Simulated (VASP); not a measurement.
# AlAs (v.bB) (F-43m) in VASP: further runs, part 2 of 2

VASP 6.6.1. Earlier steps stand in the parts before.

## Step 3: Single point, PBE

This run uses another cell than the first one, of 23.49 Å³/atom, 1.025 times its volume.

Contents of INCAR:

```
SYSTEM = AlAs
ALGO = Normal
EDIFF = 1E-6
ENCUT = 500
GGA = PE
GGA_COMPAT = .False.
ISIF = 2
ISMEAR = 0
LASPH = .True.
LCHARG = .False.
LREAL = .False.
LWAVE = .False.
NBANDS = 11
NELM = 120
PREC = Accurate
SIGMA = 0.02
```

Contents of KPOINTS:

```
k-points
0
Gamma
  8 8 8
  0 0 0
```

Contents of POSCAR:

```
AlAs
1.0
    0.0000000000      2.8638562129      2.8638562129
    2.8638562129      0.0000000000      2.8638562129
    2.8638562129      2.8638562129      0.0000000000
Al As
1 1
Direct
    0.0000000000      0.0000000000      0.0000000000
    0.2500000000      0.2500000000      0.2500000000
```

Potentials or basis: VASP PAW PBE potentials, release 64 (Al, As).

Run with:

```bash
> cat potpaw_PBE.64/Al/POTCAR potpaw_PBE.64/As/POTCAR > POTCAR
> mpirun -np 1 vasp_std > vasp.out
```

OUTCAR:

```text
SYSTEM = AlAs
   EDIFF = 1E-6
   ENCUT = 500
   GGA = PE
   ISIF = 2
   ISMEAR = 0
   LASPH = .True.
   LREAL = .False.
   NELM = 120
   PREC = Accurate

 ion  position               nearest neighbor table
   1  0.000  0.000  0.000-   2 2.48   2 2.48   2 2.48   2 2.48
   2  0.250  0.250  0.250-   1 2.48   1 2.48   1 2.48   1 2.48

  LATTYP: Found a face centered cubic cell.
 ALAT       =     5.7277124258

  Lattice vectors:

 A1 = (   0.0000000000,   2.8638562129,   2.8638562129)
 A2 = (   2.8638562129,   0.0000000000,   2.8638562129)
 A3 = (   2.8638562129,   2.8638562129,   0.0000000000)

Analysis of symmetry for initial positions (statically):
=====================================================================
 Subroutine PRICEL returns:
 Original cell was already a primitive cell.

 Routine SETGRP: Setting up the symmetry group for a
 face centered cubic supercell.

 Subroutine GETGRP returns: Found 24 space group operations
 (whereof 24 operations were pure point group operations)
 out of a pool of 48 trial point group operations.

The static configuration has the point symmetry T_d .

Analysis of symmetry for dynamics (positions and initial velocities):
[... 167 lines left out ...]
 k-point     1 :       0.0000    0.0000    0.0000
  band No.  band energies     occupation
      1      -8.0765      2.00000
      2       3.5946      2.00000
      3       3.5946      2.00000
      4       3.5946      2.00000
      5       5.3780      0.00000
      6       7.8218      0.00000
      7       7.8218      0.00000
      8       7.8218      0.00000
      9      12.2778      0.00000
     10      12.5371      0.00000
     11      12.5371      0.00000
[... 309 lines left out ...]
 k-point    24 :      -0.3750    0.2500    0.1250
  band No.  band energies     occupation
      1      -6.4885      2.00000
      2      -1.5394      2.00000
      3       0.9925      2.00000
      4       2.1114      2.00000
      5       7.1752      0.00000
      6       7.8056      0.00000
      7      10.1341      0.00000
      8      11.0979      0.00000
      9      11.8140      0.00000
     10      14.4582      0.00000
     11      15.6793      0.00000

 [... further k-points ...]
[... 5 lines left out ...]
  --------------------------------------------------------------------------------------
  -------------------------------------------------------------------------------------
  Total        0.0534166      0.0534166      0.0534166      0.0000000     -0.0000000     -0.0000000
  in kB        1.8218120      1.8218120      1.8218120      0.0000000     -0.0000000     -0.0000000
  external PRESSURE =       1.8218120 kB  Pullay stress =       0.0000000 kB

 VOLUME and BASIS-vectors are now :
 -----------------------------------------------------------------------------
  energy-cutoff  :      500.00
  volume of cell :       46.98
      direct lattice vectors                 reciprocal lattice vectors
     0.000000000  2.863856213  2.863856213    -0.174589771  0.174589771  0.174589771
     2.863856213  0.000000000  2.863856213     0.174589771 -0.174589771  0.174589771
     2.863856213  2.863856213  0.000000000     0.174589771  0.174589771 -0.174589771

 POSITION                                       TOTAL-FORCE (eV/Angst)
 -----------------------------------------------------------------------------------
      0.00000      0.00000      0.00000         0.000000     -0.000000     -0.000000
      1.43193      1.43193      1.43193        -0.000000      0.000000      0.000000
 -----------------------------------------------------------------------------------
    total drift:                               -0.000000     -0.000000     -0.000000

  FREE ENERGIE OF THE ION-ELECTRON SYSTEM (eV)
  ---------------------------------------------------
  free  energy   TOTEN  =        -9.3879786583 eV

  energy  without entropy=       -9.3879786583  energy(sigma->0) =       -9.38797866
```

OSZICAR:

```text
N       E                     dE             d eps       ncg     rms          rms(c)
DAV:   1     0.145698348917E+02    0.14570E+02   -0.29852E+03   638   0.528E+02
DAV:   2    -0.853261891438E+01   -0.23102E+02   -0.22030E+02   821   0.891E+01
DAV:   3    -0.959408454138E+01   -0.10615E+01   -0.10600E+01   794   0.183E+01
DAV:   4    -0.960272548846E+01   -0.86409E-02   -0.86401E-02   772   0.203E+00
DAV:   5    -0.960288253705E+01   -0.15705E-03   -0.15705E-03   763   0.263E-01    0.312E+00
DAV:   6    -0.941738750944E+01    0.18550E+00   -0.34370E-01   704   0.209E+00    0.180E+00
DAV:   7    -0.938710952176E+01    0.30278E-01   -0.16131E-01   722   0.156E+00    0.672E-01
DAV:   8    -0.938772348753E+01   -0.61397E-03   -0.11104E-02   704   0.487E-01    0.112E-01
DAV:   9    -0.938783021211E+01   -0.10672E-03   -0.41990E-04   764   0.115E-01    0.634E-02
DAV:  10    -0.938797509757E+01   -0.14489E-03   -0.19900E-04   705   0.746E-02    0.760E-03
DAV:  11    -0.938797861271E+01   -0.35151E-05   -0.22154E-05   763   0.196E-02    0.562E-03
DAV:  12    -0.938797865833E+01   -0.45619E-07   -0.20132E-06   722   0.701E-03
   1 F= -.93879787E+01 E0= -.93879787E+01  d E =-.612599E-11
```

Run time: 26 s. Hardware: 1 thread of Intel Xeon 8259CL, shared host; peak memory 0.17 GiB.

Results:

```
Free energy            : -9.3880 eV
Pressure               : 0.2 GPa
Band gap on the k mesh : 1.49 eV, indirect (least direct gap 1.78 eV)
```

A k mesh can miss the band edges. Expect the measured gap to be larger: semilocal functionals such as PBE lack the derivative discontinuity.

## Step 4: Single point, PBE

This run uses another cell than the first one, of 23.49 Å³/atom, 1.025 times its volume.

Contents of INCAR:

```
  ALGO = Normal
  EDIFF = 1E-6
  ENCUT = 500
  GGA = PE
  GGA_COMPAT = False
  ISIF = 2
  ISMEAR = 0
  LASPH = True
  LCHARG = False
  LREAL = False
  LWAVE = False
  NBANDS = 11
  NELM = 120
  PREC = Accurate
  SIGMA = 0.02
```

Contents of KPOINTS:

```
k-points
0
Gamma
  8 8 8
```

POSCAR is that of step 3.

Run with:

```bash
> cat potpaw_PBE.64/Al/POTCAR potpaw_PBE.64/As/POTCAR > POTCAR
> mpirun -np 1 vasp_std > vasp.out
```

Run time: 25 s. Hardware: 1 thread of Intel Xeon 8259CL, shared host; peak memory 0.17 GiB.

The run converged. Its results:

| Quantity | Value |
| --- | --- |
| Free energy | -9.3880 eV |
| Pressure | 0.2 GPa |
| Band gap on the k mesh | 1.49 eV, indirect (least direct gap 1.78 eV) |

Levels at points of the mesh, in eV from the valence-band top:
| k point | band 1 | band 2 | band 3 | band 4 | band 5 | band 6 | band 7 | band 8 | band 9 |
| --- | --- | --- | --- | --- | --- | --- | --- | --- | --- |
| (0.00, 0.00, 0.00) | -11.67 | 0.00 | 0.00 | 0.00 | 1.78 | 4.23 | 4.23 | 4.23 | 8.68 |
| (0.50, 0.00, 0.00) | -10.33 | -5.42 | -0.80 | -0.80 | 2.01 | 4.65 | 4.65 | 7.68 | 10.91 |
| (0.50, 0.50, 0.00) | -9.81 | -5.31 | -2.10 | -2.10 | 1.49 | 2.29 | 10.06 | 10.06 | 11.39 |

A k mesh can miss the band edges.

## Step 5: Relaxation of cell and atoms, PBE

Contents of INCAR:

```
SYSTEM = AlAs
PREC = Accurate
ENCUT = 500
EDIFF = 1E-7
ISMEAR = 0
SIGMA = 0.02
LREAL = .False.
LASPH = .True.
NELM = 120
ALGO = Normal
ISIF = 3
LWAVE = .False.
LCHARG = .False.
GGA = PE
IBRION = 2
NSW = 100
EDIFFG = -0.002
GGA_COMPAT = .False.
NELMIN = 4
```

Contents of KPOINTS:

```
regular mesh
0
Gamma
  8 8 8
  0 0 0
```

Contents of POSCAR:

```
AlAs
1.0
    0.0000000000      2.8400000000      2.8400000000
    2.8400000000      0.0000000000      2.8400000000
    2.8400000000      2.8400000000      0.0000000000
Al As
1 1
Direct
    0.0000000000      0.0000000000      0.0000000000
    0.2500000000      0.2500000000      0.2500000000
```

Run with:

```bash
> cat potpaw_PBE.64/Al/POTCAR potpaw_PBE.64/As/POTCAR > POTCAR
> mpirun -np 1 vasp_std > vasp.out
```

Run time: 50 s. Hardware: 1 thread of Intel Xeon 8259CL, shared host; peak memory 0.17 GiB.

Results (log left out):

- Free energy: -9.3880 eV
- Relaxed volume: 23.55 Å³/atom
- Relaxed cell: a = 4.054 Å, b = 4.054 Å, c = 4.054 Å, α = 60.00°, β = 60.00°, γ = 60.00°
- Space group after relaxing (to 0.05 Å): F-43m (No. 216)
- Energy gained by relaxing: 3.9 meV/atom
- Ionic steps: 3
- Pressure after relaxing: 0.0 GPa
- Band gap on the k mesh: 1.50 eV, indirect (least direct gap 1.76 eV)

The path:
```csv
step,energy change (eV),largest force (eV/Å),pressure (GPa),volume (Å³)
1,0.0000,0.0000,1.98,45.81
2,-0.0061,0.0000,-0.85,47.72
3,-0.0077,0.0000,0.01,47.10
```

Final structure:
```
CELL_PARAMETERS angstrom
0.00000 2.86630 2.86630
2.86630 0.00000 2.86630
2.86630 2.86630 0.00000
ATOMIC_POSITIONS crystal
Al 0.00000 0.00000 0.00000
As 0.25000 0.25000 0.25000
```

Levels at points of the mesh, in eV from the valence-band top:
```
           k point  band 1  band 2  band 3  band 4  band 5  band 6  band 7  band 8
(0.00, 0.00, 0.00)  -11.66    0.00    0.00    0.00    1.76    4.22    4.22    4.22
(0.50, 0.00, 0.00)  -10.32   -5.41   -0.80   -0.80    2.00    4.65    4.65    7.68
(0.50, 0.50, 0.00)   -9.81   -5.30   -2.09   -2.09    1.50    2.29   10.04   10.04
```

A k mesh can miss the band edges. Expect the measured gap to be larger: semilocal functionals such as PBE lack the derivative discontinuity.

## Step 6: Summary

```csv
task,cell,k mesh,smearing,gap on the mesh (eV),pressure (GPa)
single point,"a = 4.016 Å, angles 60.0°, 2 atoms",6 × 6 × 6,gaussian 0.1 eV,1.45,2.0
single point,"a = 4.050 Å, angles 60.0°, 2 atoms",8 × 8 × 8,gaussian 0.02 eV,1.49,0.2
relaxation of cell and atoms,"relaxed from a = 4.016 Å, angles 60.0°, 2 atoms",8 × 8 × 8,gaussian 0.02 eV,1.50,0.0
```

Alike in all rows: level PBE; potentials or basis VASP PAW PBE potentials, release 64 (Al, As); no spin polarisation; cutoff (eV) 500.

Absolute energies hang on the potentials; compare differences alone.
